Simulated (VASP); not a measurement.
## Os: single point with PBE

The system is Os.

```
Os
1.0
     2.33686    0.00000    0.00000
    -1.16843    2.02378    0.00000
     0.00000    0.00000    2.19618
Os
1
Direct
  0.00000 0.00000 0.00000
```

This isn't the form of Os at room conditions, which is hcp.

* Program: VASP 6.6.1
* Task: single point
* Functional: PBE
* Potentials or basis: VASP PAW PBE potentials, release 64 (Os)
* Cutoff: 520 eV
* k mesh: 19 × 19 × 17
* Occupations: fermi-dirac, width 0.1 eV
* Spin: no spin polarisation

| Property | Result |
| --- | --- |
| Pressure | 339.3 GPa |
| Band gap on the k mesh | zero (bands 4 and 5 overlap by 8.00 eV) |

Stress tensor (GPa, compression positive):
```
343.04   0.00   0.00
  0.00 343.04   0.00
  0.00   0.00 331.70
```

Levels at points of the mesh, in eV from the Fermi level:
```
           k point  band 1  band 2  band 3  band 4  band 5  band 6  band 7  band 8  band 9
(0.00, 0.00, 0.00)  -13.58  -10.45   -4.72   -4.72    5.03    5.03   13.88   19.24   26.92
```

Run time: 14 s on 1 thread of AMD EPYC 9R45 96-Core Processor (Zen 5) (shared host), peak memory 0.12 GiB.

Caveat: the stress differs along the axes, from 332 to 343 GPa; spin-orbit coupling is left out, which moves the levels of the heavy elements.
